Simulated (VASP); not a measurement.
# CdSe (R3m) in VASP: a series of runs, part 2 of 2

VASP 6.6.1. Earlier steps stand in the parts before.

## Step 3: Single point, PBE

Input file INCAR:

```
PREC = Accurate
ENCUT = 520
EDIFF = 1E-6
ISMEAR = 0
SIGMA = 0.05
LREAL = False
LASPH = True
NELM = 60
ALGO = Normal
ISIF = 2
LWAVE = False
LCHARG = False
GGA = PE
NBANDS = 16
```

Input file KPOINTS:

```
regular mesh
0
Gamma
  10 10 10
```

Input file POSCAR:

```
CdSe
1.0
    0.0000000000      3.0692081882      3.0692081882
    3.0692081882      0.0000000000      3.0692081882
    3.2404700051      3.2404700051     -0.1712618169
Cd Se
1 1
Direct
    0.0000000000      0.0000000000      0.0000000000
    0.7500000000      0.7500000000      0.7500000000
```

Potentials or basis: VASP PAW PBE potentials, release 64 (Cd, Se).

Command:

```
$ cat potpaw_PBE.64/Cd/POTCAR potpaw_PBE.64/Se/POTCAR > POTCAR
$ mpirun -np 1 vasp_std > vasp.out
```

OUTCAR:

```text
PREC = Accurate
   ENCUT = 520
   EDIFF = 1E-6
   ISMEAR = 0
   LREAL = False
   LASPH = True
   NELM = 60
   ISIF = 2
   GGA = PE

 ion  position               nearest neighbor table
   1  0.000  0.000  0.000-   2 2.68   2 2.68   2 2.68   2 2.88
   2  0.750  0.750  0.750-   1 2.68   1 2.68   1 2.68   1 2.88

  LATTYP: Found a trigonal (rhomboedric) cell.
 ALAT       =     4.5859156466
 COS(alpha) =     0.5520798786

  Lattice vectors:

 A1 = (   3.2404700051,   0.1712618169,  -3.2404700051)
 A2 = (   0.1712618169,   3.2404700051,  -3.2404700051)
 A3 = (   3.2404700051,   3.2404700051,  -0.1712618169)

Analysis of symmetry for initial positions (statically):
=====================================================================
 Subroutine PRICEL returns:
 Original cell was already a primitive cell.

 Routine SETGRP: Setting up the symmetry group for a
 trigonal (rhombohedral) supercell.

 Subroutine GETGRP returns: Found  6 space group operations
 (whereof  6 operations were pure point group operations)
 out of a pool of 12 trial point group operations.

The static configuration has the point symmetry C_3v.

Analysis of symmetry for dynamics (positions and initial velocities):
=====================================================================
 Subroutine PRICEL returns:
 Original cell was already a primitive cell.

 Routine SETGRP: Setting up the symmetry group for a
 trigonal (rhombohedral) supercell.

 Subroutine GETGRP returns: Found  6 space group operations
 (whereof  6 operations were pure point group operations)
 out of a pool of 12 trial point group operations.

The dynamic configuration has the point symmetry C_3v.

 Subroutine INISYM returns: Found  6 space group operations
 (whereof  6 operations are pure point group operations),
[... 105 lines left out ...]
   TEBEG  =    0.0;   TEEND  =   0.0 temperature during run
   PSTRESS=    0.0 pullay stress
   NELECT =      18.0000    total number of electrons
   NUPDOWN=      -1.0000    fix difference up-down
   EMIN   =  10.00;   EMAX   =-10.00  energy-range for DOS
   EFERMI =   0.00;   METHOD = LEGACY
   ISMEAR =     0;   SIGMA  =   0.05  broadening in eV -4-tet -1-fermi 0-gaus
   EFERMI_NEDOS =   21; number of points for ismear=-14 and -15
   IALGO  =     38    algorithm
   IMIX   =      4    mixing-type and parameters
     AMIX     =   0.40;   BMIX     =  1.00
     AMIX_MAG =   1.60;   BMIX_MAG =  1.00
  volume/ion in A,a.u.               =      31.33       211.44
  Fermi-wavevector in a.u.,A,eV,Ry     =   1.080172  2.041229 15.874894  1.166772
  Thomas-Fermi vector in A             =   2.216156
   LORBIT       =      0    0 simple, 1 ext, 2 COOP (PROOUT), +10 PAW based schemes
   GGA     = PE    functional components
   LHFCALC =     F    Hartree Fock is set to
   AEXX    =    0.0000 exact exchange contribution
   IVDW    =     0    specifies the selected vdW correction
   LEPSILON=     F    determine dielectric tensor
   LRPA    =     F    only Hartree local field effects (RPA)
 non-spin polarized calculation
 Gauss-broadening in eV      SIGMA  =   0.05
  energy-cutoff  :      520.00
  volume of cell :       62.66
 maximum number of plane-waves:      1708
   NGX = 17   NGY = 17   NGZ = 17

 number of electron      18.0000001 magnetization

 Free energy of the ion-electron system (eV)
  ---------------------------------------------------
  ext. energy  EPLUGINS =         0.00000000
  ---------------------------------------------------
  free energy    TOTEN  =        -5.43503895 eV

  energy without entropy =       -5.43503895  energy(sigma->0) =       -5.43503895

 E-fermi :   0.4117     XC(G=0):  -8.4026

 val. band max:        0.2243256595   @ k =   0.0000   0.0000   0.0000
 cond. band min:       0.5977098190   @ k =   0.0000   0.0000   0.0000
 fundamental gap:      0.3733841595
 Fermi energy:         0.4116894914

 k-point     1 :       0.0000    0.0000    0.0000
  band No.  band energies     occupation
      1     -11.9188      2.00000
      2      -7.5192      2.00000
      3      -7.5192      2.00000
      4      -7.4609      2.00000
      5      -7.2266      2.00000
      6      -7.2266      2.00000
[... 433 lines left out ...]
      3      -7.3301      2.00000
      4      -7.3174      2.00000
      5      -7.1951      2.00000
      6      -7.0835      2.00000
[... 8 lines left out ...]
     15      11.9793      0.00000
     16      13.0445      0.00000

 [... further k-points ...]
[... 5 lines left out ...]
  --------------------------------------------------------------------------------------
  -------------------------------------------------------------------------------------
  Total       -0.5699494     -0.5699494     -0.5699494     -0.5655862      0.5655862      0.5655862
  in kB      -14.5723235    -14.5723235    -14.5723235    -14.4607642     14.4607642     14.4607642
  external PRESSURE =     -14.5723235 kB  Pullay stress =       0.0000000 kB

 VOLUME and BASIS-vectors are now :
 -----------------------------------------------------------------------------
  energy-cutoff  :      520.00
  volume of cell :       62.66
      direct lattice vectors                 reciprocal lattice vectors
     0.000000000  3.069208188  3.069208188    -0.158714367  0.167102567  0.158714367
     3.069208188  0.000000000  3.069208188     0.167102567 -0.158714367  0.158714367
     3.240470005  3.240470005 -0.171261817     0.150326167  0.150326167 -0.150326167

 POSITION                                       TOTAL-FORCE (eV/Angst)
 -----------------------------------------------------------------------------------
      0.00000      0.00000      0.00000         0.123798      0.123798     -0.123798
      4.73226      4.73226      4.47537        -0.123798     -0.123798      0.123798
 -----------------------------------------------------------------------------------
    total drift:                               -0.000036     -0.000036      0.000035

  FREE ENERGIE OF THE ION-ELECTRON SYSTEM (eV)
  ---------------------------------------------------
  free  energy   TOTEN  =        -5.4350389499 eV

  energy  without entropy=       -5.4350389498  energy(sigma->0) =       -5.43503895
```

OSZICAR:

```text
N       E                     dE             d eps       ncg     rms          rms(c)
DAV:   1     0.105117644148E+03    0.10512E+03   -0.86187E+03  3768   0.991E+02
DAV:   2    -0.161181938606E+01   -0.10673E+03   -0.10092E+03  4424   0.243E+02
DAV:   3    -0.582285889329E+01   -0.42110E+01   -0.42020E+01  4560   0.499E+01
DAV:   4    -0.584156015807E+01   -0.18701E-01   -0.18701E-01  4680   0.334E+00
DAV:   5    -0.584168290020E+01   -0.12274E-03   -0.12274E-03  4568   0.238E-01    0.511E+00
DAV:   6    -0.545373536582E+01    0.38795E+00   -0.59335E-01  5296   0.839E+00    0.417E+00
DAV:   7    -0.543389698001E+01    0.19838E-01   -0.13742E-01  4440   0.242E+00    0.186E+00
DAV:   8    -0.543466005175E+01   -0.76307E-03   -0.11421E-02  4280   0.124E+00    0.239E-01
DAV:   9    -0.543490499771E+01   -0.24495E-03   -0.13543E-03  4576   0.425E-01    0.546E-02
DAV:  10    -0.543498322149E+01   -0.78224E-04   -0.15210E-04  4720   0.142E-01    0.459E-02
DAV:  11    -0.543503936119E+01   -0.56140E-04   -0.89460E-05  4584   0.585E-02    0.187E-02
DAV:  12    -0.543503894985E+01    0.41134E-06   -0.18714E-06  4160   0.130E-02
   1 F= -.54350389E+01 E0= -.54350389E+01  d E =-.724908E-10
```

stdout:

```text
POSCAR found type information on POSCAR CdSe
 POSCAR found :  2 types and       2 ions
 scaLAPACK will be used
 LDA part: xc-table for (Slater+PW92), standard interpolation
 POSCAR, INCAR and KPOINTS ok, starting setup
 FFT: planning ... GRIDC
 FFT: planning ... GRID_SOFT
 FFT: planning ... GRID
 WAVECAR not read
 entering main loop
```

It took 34 s on 1 thread of Intel Xeon 6975P-C (Granite Rapids), shared host; peak memory 0.27 GiB.

Results:

```yaml
Free_energy: -5.4350 eV
Pressure: -1.5 GPa
Largest_force: 0.214 eV/Å
Band_gap_on_the_k_mesh: 0.37 eV, direct
```

Forces in eV/Å, atoms in the order of the input:
```
Cd   0.124  0.124 -0.124
Se  -0.124 -0.124  0.124
```
